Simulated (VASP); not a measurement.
# Na (P6_3/mmc) in VASP: further runs

The runs below take Na through single point, relaxation of cell and atoms, with PBE.

Program: VASP 6.6.1. These are calculated values, not measurements. Logs are shortened: lines on timing, memory, paths and dates and some standing lists are left out, and cuts for length are marked.

## Step 1: The cell of the first run

The structure is hexagonal, space group P6_3/mmc (No. 194). The conventional cell has a = 3.757 Å, b = 3.757 Å, c = 6.057 Å, α = 90.00°, β = 90.00°, γ = 120.00°. Within 4.9 Å of Na (site symmetry -6m2) lie 12 Na at 3.73 to 3.76 Å.

## Step 2: Single point, PBE

File INCAR:

```
ALGO = Normal ; EDIFF = 1E-6
ENCUT = 520 ; GGA = PE
ISIF = 2 ; ISMEAR = -1
LASPH = T ; LCHARG = F
LREAL = F ; LWAVE = F
NBANDS = 14 ; NELM = 100
PREC = Accurate ; SIGMA = 0.05
```

File KPOINTS:

```
k-points
0
Gamma
  10 10 6
```

File POSCAR:

```
Na
1.0
    3.7566918103      0.0000000000      0.0000000000
   -1.8783459052      3.2533905419      0.0000000000
    0.0000000000      0.0000000000      6.0569958420
Na
2
Direct
    0.3333333333      0.6666666667      0.2500000000
    0.6666666667      0.3333333333      0.7500000000
```

Potentials or basis: VASP PAW PBE potentials, release 64 (Na_pv).

The run is started by

```bash
cat potpaw_PBE.64/Na_pv/POTCAR > POTCAR
mpirun -np 1 vasp_std > vasp.out
```

OUTCAR:

```text
EDIFF = 1E-6
   ENCUT = 520
   GGA = PE
   ISIF = 2
   ISMEAR = -1
   LASPH = T
   LREAL = F
   NELM = 100
   PREC = Accurate

 ion  position               nearest neighbor table
   1  0.333  0.667  0.250-
   2  0.667  0.333  0.750-

  LATTYP: Found a hexagonal cell.
 ALAT       =     3.7566918103
 C/A-ratio  =     1.6123217309

  Lattice vectors:

 A1 = (   3.7566918103,   0.0000000000,   0.0000000000)
 A2 = (  -1.8783459052,   3.2533905419,   0.0000000000)
 A3 = (   0.0000000000,   0.0000000000,   6.0569958420)

Analysis of symmetry for initial positions (statically):
=====================================================================
 Subroutine PRICEL returns:
 Original cell was already a primitive cell.

 Routine SETGRP: Setting up the symmetry group for a
 hexagonal supercell.

 Subroutine GETGRP returns: Found 24 space group operations
 (whereof 12 operations were pure point group operations)
 out of a pool of 24 trial point group operations.

The static configuration has the point symmetry D_3d.
 The point group associated with its full space group is D_6h.

Analysis of symmetry for dynamics (positions and initial velocities):
=====================================================================
 Subroutine PRICEL returns:
 Original cell was already a primitive cell.

 Routine SETGRP: Setting up the symmetry group for a
 hexagonal supercell.

 Subroutine GETGRP returns: Found 24 space group operations
 (whereof 12 operations were pure point group operations)
 out of a pool of 24 trial point group operations.

The dynamic configuration has the point symmetry D_3d.
 The point group associated with its full space group is D_6h.

 Subroutine INISYM returns: Found 24 space group operations
 (whereof 12 operations are pure point group operations),
 and found     1 'primitive' translations

----------------------------------------------------------------------------------------

                                     Primitive cell

  volume of cell :      74.0285

  direct lattice vectors                    reciprocal lattice vectors
     3.756691810  0.000000000  0.000000000     0.266191652  0.153685822  0.000000000
    -1.878345905  3.253390542  0.000000000     0.000000000  0.307371644  0.000000000
     0.000000000  0.000000000  6.056995842     0.000000000  0.000000000  0.165098347

  length of vectors
     3.756691810  3.756691810  6.056995842     0.307371644  0.307371644  0.165098347

  position of ions in fractional coordinates (direct lattice)
     0.333333333  0.666666667  0.250000000
     0.666666667  0.333333333  0.750000000

  ion indices of the primitive-cell ions
   primitive index   ion index
                 1           1
                 2           2

----------------------------------------------------------------------------------------

 KPOINTS: k-points

Automatic generation of k-mesh.
 Grid dimensions read from file:
 generate k-points for:   10   10    6

 Generating k-lattice:

  Cartesian coordinates                     Fractional coordinates (reciprocal lattice)
     0.026619165  0.015368582  0.000000000     0.100000000  0.000000000  0.000000000
     0.000000000  0.030737164  0.000000000     0.000000000  0.100000000  0.000000000
     0.000000000  0.000000000  0.027516391     0.000000000  0.000000000  0.166666667

  Length of vectors
     0.030737164  0.030737164  0.027516391

  Shift w.r.t. Gamma in fractional coordinates (k-lattice)
     0.000000000  0.000000000  0.000000000

 Subroutine IBZKPT returns following result:
 ===========================================

 Found     56 irreducible k-points:

 Following reciprocal coordinates:
            Coordinates               Weight
  0.000000  0.000000  0.000000      1.000000
  0.100000  0.000000  0.000000      6.000000
  0.200000  0.000000  0.000000      6.000000
  0.300000  0.000000  0.000000      6.000000
  0.400000  0.000000  0.000000      6.000000
  0.500000 -0.000000  0.000000      3.000000
[... 16 lines left out ...]
  0.300000  0.100000  0.166667     24.000000
  0.400000  0.100000  0.166667     24.000000
 [... further k-points ...]
   k-points           NKPTS =     56   k-points in BZ     NKDIM =     56   number of bands    NBANDS=     14
   number of dos      NEDOS =    301   number of ions     NIONS =      2
   total plane-waves  NPLWV =  37632
   dimension x,y,z NGX =    28 NGY =   28 NGZ =   48
   dimension x,y,z NGXF=    56 NGYF=   56 NGZF=   96
   ions per type =               2
   NGX,Y,Z   is equivalent  to a cutoff of  12.39, 12.39, 13.17 a.u.
   NGXF,Y,Z  is equivalent  to a cutoff of  24.78, 24.78, 26.35 a.u.
 SYSTEM =  unknown system
   PREC   = accura    normal or accurate (medium, high low for compatibility)
   ISTART =      0    job   : 0-new  1-cont  2-samecut
   ICHARG =      2    charge: 1-file 2-atom 10-const
   ISPIN  =      1    spin polarized calculation?
   LNONCOLLINEAR =      F non collinear calculations
   LSORBIT =      F    spin-orbit coupling
   LASPH  =      T    aspherical Exc in radial PAW
   ENCUT  =  520.0 eV  38.22 Ry    6.18 a.u.   6.98  6.98 11.26*2*pi/ulx,y,z
   NELM   =    100;   NELMIN=  2; NELMDL= -5     # of ELM steps
   EDIFF  = 0.1E-05   stopping-criterion for ELM
   LREAL  =      F    real-space projection
   EDIFFG = 0.1E-04   stopping-criterion for IOM
   NSW    =      0    number of steps for IOM
   IBRION =     -1    ionic relax: 0-MD 1-quasi-New 2-CG
   NFREE  =      0    steps in history (QN), initial steepest desc. (CG)
   ISIF   =      2    stress and relaxation
   ISYM   =      2    0-nonsym 1-usesym 2-fastsym
   POTIM  = 0.5000    time-step for ionic-motion
   TEBEG  =    0.0;   TEEND  =   0.0 temperature during run
   PSTRESS=    0.0 pullay stress
   NELECT =      14.0000    total number of electrons
   NUPDOWN=      -1.0000    fix difference up-down
   EMIN   =  10.00;   EMAX   =-10.00  energy-range for DOS
   EFERMI =   0.00;   METHOD = LEGACY
   ISMEAR =    -1;   SIGMA  =   0.05  broadening in eV -4-tet -1-fermi 0-gaus
   EFERMI_NEDOS =   21; number of points for ismear=-14 and -15
   IALGO  =     38    algorithm
   IMIX   =      4    mixing-type and parameters
     AMIX     =   0.40;   BMIX     =  1.00
     AMIX_MAG =   1.60;   BMIX_MAG =  1.00
  volume/ion in A,a.u.               =      37.01       249.78
  Fermi-wavevector in a.u.,A,eV,Ry     =   0.939690  1.775756 12.014174  0.883017
  Thomas-Fermi vector in A             =   2.067027
   LORBIT       =      0    0 simple, 1 ext, 2 COOP (PROOUT), +10 PAW based schemes
   GGA     = PE    functional components
   LHFCALC =     F    Hartree Fock is set to
   AEXX    =    0.0000 exact exchange contribution
   IVDW    =     0    specifies the selected vdW correction
   LEPSILON=     F    determine dielectric tensor
   LRPA    =     F    only Hartree local field effects (RPA)
 non-spin polarized calculation
  energy-cutoff  :      520.00
  volume of cell :       74.03
 maximum number of plane-waves:      2011
 NGX is ok and might be reduce to    28
   NGX = 13   NGY = 13   NGZ = 23

 number of electron      14.0000000 magnetization

 Free energy of the ion-electron system (eV)
  ---------------------------------------------------
  ext. energy  EPLUGINS =         0.00000000
  ---------------------------------------------------
  free energy    TOTEN  =        -2.63036735 eV

  energy without entropy =       -2.62372797  energy(sigma->0) =       -2.62704766

 E-fermi :   0.2954     XC(G=0):  -6.5056

 val. band max:        0.2173723149   @ k =   0.3000   0.2000   0.3333
 cond. band min:       0.3296988382   @ k =   0.1000   0.1000   0.1667
 fundamental gap:      0.1123265234
 Fermi energy:         0.2953654447

 k-point     1 :       0.0000    0.0000    0.0000
  band No.  band energies     occupation
      1     -24.5989      2.00000
      2     -24.5676      2.00000
      3     -24.5676      2.00000
      4     -24.5626      2.00000
      5     -24.5623      2.00000
      6     -24.5623      2.00000
      7      -2.9493      2.00000
      8       0.9460      0.00000
      9       1.3710      0.00000
     10      10.2170      0.00000
     11      10.2171      0.00000
     12      10.5697      0.00000
     13      10.5697      0.00000
     14      10.8135      0.00000

 k-point     2 :       0.1000    0.0000    0.0000
  band No.  band energies     occupation
      1     -24.5978      2.00000
      2     -24.5700      2.00000
      3     -24.5684      2.00000
      4     -24.5648      2.00000
      5     -24.5631      2.00000
      6     -24.5627      2.00000
      7      -2.8024      2.00000
      8       1.0762      0.00000
      9       1.5137      0.00000
     10       8.1781      0.00000
     11       9.3054      0.00000
     12       9.7156      0.00000
     13      11.6228      0.00000
     14      11.6383      0.00000

 k-point     3 :       0.2000    0.0000    0.0000
  band No.  band energies     occupation
      1     -24.5946      2.00000
      2     -24.5763      2.00000
      3     -24.5713      2.00000
      4     -24.5704      2.00000
      5     -24.5645      2.00000
      6     -24.5638      2.00000
      7      -2.3642      2.00000
      8       1.4674      0.00000
      9       1.9316      0.00000
     10       5.9866      0.00000
     11       8.4691      0.00000
     12       8.5559      0.00000
     13       9.4109      0.00000
     14      10.7346      0.00000
[... 324 lines left out ...]
 k-point    23 :       0.3000    0.1000    0.1667
  band No.  band energies     occupation
      1     -24.5909      2.00000
      2     -24.5852      2.00000
      3     -24.5815      2.00000
      4     -24.5744      2.00000
      5     -24.5688      2.00000
      6     -24.5674      2.00000
      7      -0.9578      2.00000
      8       1.6720      0.00000
      9       3.1600      0.00000
     10       4.4182      0.00000
     11       5.5224      0.00000
     12       6.3351      0.00000
     13       8.2909      0.00000
     14       8.7141      0.00000

 k-point    24 :       0.4000    0.1000    0.1667
  band No.  band energies     occupation
      1     -24.5936      2.00000
      2     -24.5883      2.00000
      3     -24.5807      2.00000
      4     -24.5757      2.00000
      5     -24.5711      2.00000
      6     -24.5685      2.00000
      7       0.1611      1.87237
      8       1.5140      0.00000
      9       2.8277      0.00000
     10       4.1154      0.00000
     11       5.1731      0.00000
     12       5.9581      0.00000
     13       7.1614      0.00000
     14       8.2883      0.00000

 [... further k-points ...]
[... 5 lines left out ...]
  --------------------------------------------------------------------------------------
  -------------------------------------------------------------------------------------
  Total        0.0086650      0.0086650     -0.0129836     -0.0000000     -0.0000000      0.0000000
  in kB        0.1875335      0.1875335     -0.2809998     -0.0000000     -0.0000000      0.0000000
  external PRESSURE =       0.0313557 kB  Pullay stress =       0.0000000 kB

 VOLUME and BASIS-vectors are now :
 -----------------------------------------------------------------------------
  energy-cutoff  :      520.00
  volume of cell :       74.03
      direct lattice vectors                 reciprocal lattice vectors
     3.756691810  0.000000000  0.000000000     0.266191652  0.153685822  0.000000000
    -1.878345905  3.253390542  0.000000000     0.000000000  0.307371644  0.000000000
     0.000000000  0.000000000  6.056995842     0.000000000  0.000000000  0.165098347

 POSITION                                       TOTAL-FORCE (eV/Angst)
 -----------------------------------------------------------------------------------
     -0.00000      2.16893      1.51425         0.000000     -0.000000      0.000000
      1.87835      1.08446      4.54275        -0.000000      0.000000      0.000000
 -----------------------------------------------------------------------------------
    total drift:                               -0.000000      0.000000     -0.000000

  FREE ENERGIE OF THE ION-ELECTRON SYSTEM (eV)
  ---------------------------------------------------
  free  energy   TOTEN  =        -2.6303673469 eV

  energy  without entropy=       -2.6237279676  energy(sigma->0) =       -2.62704766
```

It took 14 s on 1 thread of Intel Xeon 6975P-C (Granite Rapids), shared host; peak memory 0.19 GiB.

What came out:

| Quantity | Value |
| --- | --- |
| Free energy | -2.6304 eV |
| Pressure | 0.0 GPa |
| Band gap on the k mesh | zero (band 7 reaches 1.81 eV, above the bottom of band 8 at -1.90 eV) |

(Continued in part 2 of 2.)
